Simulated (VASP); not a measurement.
The system is CoSi.

```xyz
8
Lattice="4.4380 0.0000 0.0000 0.0000 4.4380 0.0000 0.0000 0.0000 4.4380" Properties=species:S:1:pos:R:3 pbc="T T T"
Co    0.6213    0.6213    0.6213
Co    1.5977    3.8167    2.8403
Co    2.8403    1.5977    3.8167
Co    3.8167    2.8403    1.5977
Si    3.7412    3.7412    3.7412
Si    2.9158    0.6968    1.5222
Si    1.5222    2.9158    0.6968
Si    0.6968    1.5222    2.9158
```

```yaml
Program: VASP 6.6.1
Task: relaxation of cell and atoms
Functional: PBE
Potentials_or_basis: VASP PAW PBE potentials, release 64 (Co, Si)
Cutoff: 600 eV
k_mesh: 8 × 8 × 8
Occupations: gaussian, width 0.1 eV
Spin: no spin polarisation
```

At the start: pressure -0.4 GPa; volume 10.93 Å³/atom.

**Question.** Where does the relaxation end?

**Answer.** Over 7 steps the energy falls by 2.8 meV/atom and the volume is 10.86 Å³/atom (-0.6 %); space group P2_13 (No. 198, to 0.1 Å) before and after.

Step by step:
| step | energy change (eV) | largest force (eV/Å) | pressure (GPa) | volume (Å³) |
| --- | --- | --- | --- | --- |
| 1 | 0.0000 | 0.2713 | -0.42 | 87.41 |
| 2 | -0.0123 | 0.1874 | 0.18 | 87.05 |
| 3 | -0.0190 | 0.0841 | 1.22 | 86.51 |
| 4 | -0.0178 | 0.0776 | -1.57 | 87.51 |
| 5 | -0.0217 | 0.0591 | -0.06 | 86.95 |
| 6 | -0.0222 | 0.0154 | 0.02 | 86.91 |
| 7 | -0.0222 | 0.0028 | 0.01 | 86.90 |

Final structure:
```xyz
8
Lattice="4.4294 0.0000 0.0000 0.0000 4.4294 0.0000 0.0000 0.0000 4.4294" Properties=species:S:1:pos:R:3 pbc="T T T"
Co    0.6428    0.6428    0.6428
Co    1.5719    3.7866    2.8575
Co    2.8575    1.5719    3.7866
Co    3.7866    2.8575    1.5719
Si    3.7348    3.7348    3.7348
Si    2.9093    0.6946    1.5201
Si    1.5201    2.9093    0.6946
Si    0.6946    1.5201    2.9093
```
